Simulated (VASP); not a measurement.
# Pd (Im-3m) in VASP: settings compared

Pd is run at these levels: RPBE, revPBE; tasks: single point.

Program: VASP 6.6.1. These are calculated values, not measurements. Logs are shortened: lines on timing, memory, paths and dates and some standing lists are left out, and cuts for length are marked.

## (1) The cell of the first run

Symmetry: Im-3m, No. 229, cubic system. The conventional cell has a = 3.168 Å, b = 3.168 Å, c = 3.168 Å, α = 90.00°, β = 90.00°, γ = 90.00°. Within 3.6 Å of Pd (site symmetry m-3m) lie 14 Pd at 2.74 to 3.17 Å.

## (2) Single point, RPBE

INCAR reads:

```
  PREC = Accurate
  ENCUT = 520
  EDIFF = 1E-7
  ISMEAR = -1
  SIGMA = 0.05
  LREAL = F
  LASPH = T
  NELM = 60
  ALGO = Normal
  ISIF = 2
  LWAVE = F
  LCHARG = F
  GGA = RP
  NBANDS = 11
```

KPOINTS reads:

```
regular mesh
0
Gamma
  12 12 12
```

POSCAR reads:

```
Pd
1.0
   -1.5838005029      1.5838005029      1.5838005029
    1.5838005029     -1.5838005029      1.5838005029
    1.5838005029      1.5838005029     -1.5838005029
Pd
1
Direct
    0.0000000000      0.0000000000      0.0000000000
```

Potentials or basis: VASP PAW PBE potentials, release 64 (Pd).

Launch:

```
$ cat potpaw_PBE.64/Pd/POTCAR > POTCAR
$ mpirun -np 1 vasp_std > vasp.out
```

OUTCAR:

```text
PREC = Accurate
   ENCUT = 520
   EDIFF = 1E-7
   ISMEAR = -1
   LREAL = F
   LASPH = T
   NELM = 60
   ISIF = 2
   GGA = RP

 ion  position               nearest neighbor table
   1  0.000  0.000  0.000-

  LATTYP: Found a body centered cubic cell.
 ALAT       =     3.1676010058

  Lattice vectors:

 A1 = (  -1.5838005029,   1.5838005029,   1.5838005029)
 A2 = (   1.5838005029,  -1.5838005029,   1.5838005029)
 A3 = (   1.5838005029,   1.5838005029,  -1.5838005029)

Analysis of symmetry for initial positions (statically):
=====================================================================
 Subroutine PRICEL returns:
 Original cell was already a primitive cell.

 Routine SETGRP: Setting up the symmetry group for a
 body centered cubic supercell.

 Subroutine GETGRP returns: Found 48 space group operations
[... 9 lines left out ...]

 Routine SETGRP: Setting up the symmetry group for a
 body centered cubic supercell.

 Subroutine GETGRP returns: Found 48 space group operations
[... 11 lines left out ...]
                                     Primitive cell

  volume of cell :      15.8914

  direct lattice vectors                    reciprocal lattice vectors
    -1.583800503  1.583800503  1.583800503     0.000000000  0.315696326  0.315696326
     1.583800503 -1.583800503  1.583800503     0.315696326  0.000000000  0.315696326
     1.583800503  1.583800503 -1.583800503     0.315696326  0.315696326  0.000000000

  length of vectors
     2.743222940  2.743222940  2.743222940     0.446462026  0.446462026  0.446462026

  position of ions in fractional coordinates (direct lattice)
     0.000000000  0.000000000  0.000000000

  ion indices of the primitive-cell ions
   primitive index   ion index
                 1           1

----------------------------------------------------------------------------------------

 KPOINTS: regular mesh

Automatic generation of k-mesh.
 Grid dimensions read from file:
 generate k-points for:   12   12   12

 Generating k-lattice:

  Cartesian coordinates                     Fractional coordinates (reciprocal lattice)
     0.000000000  0.026308027  0.026308027     0.083333333  0.000000000  0.000000000
     0.026308027  0.000000000  0.026308027     0.000000000  0.083333333  0.000000000
     0.026308027  0.026308027  0.000000000     0.000000000  0.000000000  0.083333333

  Length of vectors
     0.037205169  0.037205169  0.037205169

  Shift w.r.t. Gamma in fractional coordinates (k-lattice)
     0.000000000  0.000000000  0.000000000

 Subroutine IBZKPT returns following result:
 ===========================================

 Found     72 irreducible k-points:

 Following reciprocal coordinates:
            Coordinates               Weight
  0.000000  0.000000  0.000000      1.000000
  0.083333  0.000000  0.000000     12.000000
  0.166667  0.000000  0.000000     12.000000
  0.250000  0.000000  0.000000     12.000000
  0.333333  0.000000  0.000000     12.000000
  0.416667  0.000000  0.000000     12.000000
[... 16 lines left out ...]
  0.333333  0.083333  0.083333     24.000000
  0.416667  0.083333  0.083333     12.000000
 [... further k-points ...]
   k-points           NKPTS =     72   k-points in BZ     NKDIM =     72   number of bands    NBANDS=     11
   number of dos      NEDOS =    301   number of ions     NIONS =      1
   total plane-waves  NPLWV =   8000
   dimension x,y,z NGX =    20 NGY =   20 NGZ =   20
   dimension x,y,z NGXF=    40 NGYF=   40 NGZF=   40
   ions per type =               1
   NGX,Y,Z   is equivalent  to a cutoff of  12.12, 12.12, 12.12 a.u.
   NGXF,Y,Z  is equivalent  to a cutoff of  24.24, 24.24, 24.24 a.u.
 SYSTEM =  unknown system
   PREC   = accura    normal or accurate (medium, high low for compatibility)
   ISTART =      0    job   : 0-new  1-cont  2-samecut
   ICHARG =      2    charge: 1-file 2-atom 10-const
   ISPIN  =      1    spin polarized calculation?
   LNONCOLLINEAR =      F non collinear calculations
   LSORBIT =      F    spin-orbit coupling
   LASPH  =      T    aspherical Exc in radial PAW
   ENCUT  =  520.0 eV  38.22 Ry    6.18 a.u.   5.10  5.10  5.10*2*pi/ulx,y,z
   NELM   =     60;   NELMIN=  2; NELMDL= -5     # of ELM steps
   EDIFF  = 0.1E-06   stopping-criterion for ELM
   LREAL  =      F    real-space projection
   EDIFFG = 0.1E-05   stopping-criterion for IOM
   NSW    =      0    number of steps for IOM
   IBRION =     -1    ionic relax: 0-MD 1-quasi-New 2-CG
   NFREE  =      0    steps in history (QN), initial steepest desc. (CG)
   ISIF   =      2    stress and relaxation
   ISYM   =      2    0-nonsym 1-usesym 2-fastsym
   POTIM  = 0.5000    time-step for ionic-motion
   TEBEG  =    0.0;   TEEND  =   0.0 temperature during run
   PSTRESS=    0.0 pullay stress
   NELECT =      10.0000    total number of electrons
   NUPDOWN=      -1.0000    fix difference up-down
   EMIN   =  10.00;   EMAX   =-10.00  energy-range for DOS
   EFERMI =   0.00;   METHOD = LEGACY
   ISMEAR =    -1;   SIGMA  =   0.05  broadening in eV -4-tet -1-fermi 0-gaus
   EFERMI_NEDOS =   21; number of points for ismear=-14 and -15
   IALGO  =     38    algorithm
   IMIX   =      4    mixing-type and parameters
     AMIX     =   0.40;   BMIX     =  1.00
     AMIX_MAG =   1.60;   BMIX_MAG =  1.00
  volume/ion in A,a.u.               =      15.89       107.24
  Fermi-wavevector in a.u.,A,eV,Ry     =   1.402882  2.651062 26.777311  1.968077
  Thomas-Fermi vector in A             =   2.525599
   LORBIT       =      0    0 simple, 1 ext, 2 COOP (PROOUT), +10 PAW based schemes
   GGA     = RP    functional components
   LHFCALC =     F    Hartree Fock is set to
   AEXX    =    0.0000 exact exchange contribution
   IVDW    =     0    specifies the selected vdW correction
   LEPSILON=     F    determine dielectric tensor
   LRPA    =     F    only Hartree local field effects (RPA)
 non-spin polarized calculation
  energy-cutoff  :      520.00
  volume of cell :       15.89
 maximum number of plane-waves:       442
   NGX = 11   NGY = 11   NGZ = 11

 number of electron      10.0000000 magnetization

 Free energy of the ion-electron system (eV)
  ---------------------------------------------------
  ext. energy  EPLUGINS =         0.00000000
  ---------------------------------------------------
  free energy    TOTEN  =        -4.59537830 eV

  energy without entropy =       -4.58440360  energy(sigma->0) =       -4.58989095

 E-fermi :   8.6771     XC(G=0): -12.6061

 val. band max:        8.6698776089   @ k =  -0.2500   0.2500   0.1667
 cond. band min:       8.7373276572   @ k =  -0.4167   0.4167   0.2500
 fundamental gap:      0.0674500483
 Fermi energy:         8.6770712338

 k-point     1 :       0.0000    0.0000    0.0000
  band No.  band energies     occupation
      1       2.1629      2.00000
      2       6.0598      2.00000
      3       6.0598      2.00000
      4       6.0598      2.00000
      5       7.8286      2.00000
      6       7.8286      2.00000
      7      27.9059      0.00000
      8      27.9059      0.00000
      9      27.9059      0.00000
     10      35.6894      0.00000
     11      35.6912      0.00000

 k-point     2 :       0.0833    0.0000    0.0000
  band No.  band energies     occupation
      1       2.4112      2.00000
      2       5.9809      2.00000
      3       6.0637      2.00000
      4       6.2292      2.00000
      5       7.7402      2.00000
      6       7.8347      2.00000
      7      27.6461      0.00000
      8      27.9062      0.00000
      9      28.1830      0.00000
     10      33.7652      0.00000
     11      34.3593      0.00000

 k-point     3 :       0.1667    0.0000    0.0000
  band No.  band energies     occupation
      1       3.0889      2.00000
      2       5.7715      2.00000
      3       6.0803      2.00000
      4       6.7139      2.00000
      5       7.5830      2.00000
      6       7.8564      2.00000
      7      26.2987      0.00000
      8      27.4534      0.00000
      9      28.9431      0.00000
     10      32.7462      0.00000
     11      32.7616      0.00000

 k-point     4 :       0.2500    0.0000    0.0000
  band No.  band energies     occupation
      1       3.8639      2.00000
      2       5.4988      2.00000
      3       6.3399      2.00000
      4       7.4382      2.00000
      5       7.5421      2.00000
      6       7.8987      2.00000
      7      23.5700      0.00000
      8      26.2134      0.00000
      9      29.9839      0.00000
     10      30.4169      0.00000
     11      32.3946      0.00000

 k-point     5 :       0.3333    0.0000    0.0000
  band No.  band energies     occupation
      1       4.1229      2.00000
      2       5.2399      2.00000
      3       7.3936      2.00000
      4       7.6953      2.00000
      5       7.9564      2.00000
      6       8.2568      1.99955
      7      20.3862      0.00000
      8      24.8969      0.00000
      9      28.1067      0.00000
     10      31.0142      0.00000
     11      32.6794      0.00000
[... 211 lines left out ...]
 k-point    21 :       0.1667    0.0833    0.0833
  band No.  band energies     occupation
      1       4.2970      2.00000
      2       5.4453      2.00000
      3       5.6995      2.00000
      4       7.6644      2.00000
      5       7.8542      2.00000
      6       8.3033      1.99887
      7      23.7542      0.00000
      8      25.0372      0.00000
      9      26.5310      0.00000
     10      30.1272      0.00000
     11      35.7010      0.00000

 k-point    22 :       0.2500    0.0833    0.0833
  band No.  band energies     occupation
      1       4.5269      2.00000
      2       5.2076      2.00000
      3       6.3807      2.00000
      4       7.7141      2.00000
      5       7.9537      2.00000
      6       9.5956      0.00000
      7      20.5600      0.00000
      8      23.9231      0.00000
      9      25.0232      0.00000
     10      31.2818      0.00000
     11      35.3523      0.00000

 k-point    23 :       0.3333    0.0833    0.0833
  band No.  band energies     occupation
      1       4.3823      2.00000
      2       5.0514      2.00000
      3       7.3359      2.00000
      4       7.7986      2.00000
      5       8.0184      2.00000
      6      11.1288      0.00000
      7      17.6267      0.00000
      8      23.1530      0.00000
      9      23.9853      0.00000
     10      32.1716      0.00000
     11      35.2301      0.00000

 k-point    24 :       0.4167    0.0833    0.0833
  band No.  band energies     occupation
      1       4.3059      2.00000
      2       4.9971      2.00000
      3       7.7490      2.00000
      4       7.8341      2.00000
      5       8.0412      1.99999
      6      12.1787      0.00000
      7      16.0719      0.00000
      8      22.8803      0.00000
      9      23.5894      0.00000
     10      32.4904      0.00000
     11      35.3472      0.00000

 [... further k-points ...]
[... 5 lines left out ...]
  --------------------------------------------------------------------------------------
  -------------------------------------------------------------------------------------
  Total       -0.0251551     -0.0251551     -0.0251551      0.0000000     -0.0000000      0.0000000
  in kB       -2.5361526     -2.5361526     -2.5361526      0.0000000     -0.0000000      0.0000000
  external PRESSURE =      -2.5361526 kB  Pullay stress =       0.0000000 kB

 VOLUME and BASIS-vectors are now :
 -----------------------------------------------------------------------------
  energy-cutoff  :      520.00
  volume of cell :       15.89
      direct lattice vectors                 reciprocal lattice vectors
    -1.583800503  1.583800503  1.583800503     0.000000000  0.315696326  0.315696326
     1.583800503 -1.583800503  1.583800503     0.315696326  0.000000000  0.315696326
     1.583800503  1.583800503 -1.583800503     0.315696326  0.315696326  0.000000000

 POSITION                                       TOTAL-FORCE (eV/Angst)
 -----------------------------------------------------------------------------------
      0.00000      0.00000      0.00000         0.000000     -0.000000     -0.000000
 -----------------------------------------------------------------------------------
    total drift:                                0.000000     -0.000000      0.000000

  FREE ENERGIE OF THE ION-ELECTRON SYSTEM (eV)
  ---------------------------------------------------
  free  energy   TOTEN  =        -4.5953783000 eV

  energy  without entropy=       -4.5844035996  energy(sigma->0) =       -4.58989095
```

Wall time 5.9 s (1 thread of Intel Xeon Platinum 8488C (Sapphire Rapids), shared host); peak memory 0.13 GiB.

What came out:

```yaml
Free_energy: -4.5954 eV
Pressure: -0.3 GPa
Band_gap_on_the_k_mesh: zero (band 5 reaches 9.21 eV, above the bottom of band 6 at 7.73 eV)
```

Levels at points of the mesh, in eV from the Fermi level:
```tsv
k point	band 3	band 4	band 5	band 6	band 7	band 8
(0.00, 0.00, 0.00)	-2.62	-2.62	-0.85	-0.85	19.23	19.23
(0.50, 0.00, 0.00)	-0.92	-0.65	0.53	1.59	7.41	14.99
(0.50, 0.50, 0.50)	0.19	0.19	0.19	9.04	9.04	9.04
```

Caveat: the PAW data sets were made with another functional, which shifts forces and pressure a little.

## (3) Single point, revPBE

This run uses another cell than the first one, of 15.76 Å³/atom, 0.992 times its volume.

INCAR reads:

```
SYSTEM = Pd
ALGO = Normal
EDIFF = 1E-6
ENCUT = 520
GGA = RE
ISIF = 2
ISMEAR = -1
LASPH = .TRUE.
LCHARG = .FALSE.
LREAL = .FALSE.
LWAVE = .FALSE.
NBANDS = 11
NELM = 60
PREC = Accurate
SIGMA = 0.05
```

KPOINTS reads:

```
k-points
0
G
  12 12 12
  0 0 0
```

POSCAR reads:

```
Pd
1.0
   -1.5793245624      1.5793245624      1.5793245624
    1.5793245624     -1.5793245624      1.5793245624
    1.5793245624      1.5793245624     -1.5793245624
Pd
1
Direct
    0.0000000000      0.0000000000      0.0000000000
```

Potentials or basis: VASP PAW PBE potentials, release 64 (Pd).

Launch:

```
$ cat potpaw_PBE.64/Pd/POTCAR > POTCAR
$ mpirun -np 1 vasp_std > vasp.out
```

It took 5.6 s on 1 thread of Intel Xeon Platinum 8488C (Sapphire Rapids), shared host; peak memory 0.13 GiB.

The run converged. Its results:

```yaml
Free_energy: -4.7120 eV
Pressure: -0.3 GPa
Band_gap_on_the_k_mesh: zero (band 5 reaches 9.32 eV, above the bottom of band 6 at 7.81 eV)
```

Levels at points of the mesh, in eV from the Fermi level:
| k point | band 3 | band 4 | band 5 | band 6 | band 7 | band 8 |
| --- | --- | --- | --- | --- | --- | --- |
| (0.00, 0.00, 0.00) | -2.65 | -2.65 | -0.86 | -0.86 | 19.25 | 19.25 |
| (0.50, 0.00, 0.00) | -0.93 | -0.65 | 0.54 | 1.56 | 7.46 | 15.01 |
| (0.50, 0.50, 0.50) | 0.20 | 0.20 | 0.20 | 9.06 | 9.06 | 9.06 |

Caveat: the PAW data sets were made with another functional, which shifts forces and pressure a little.
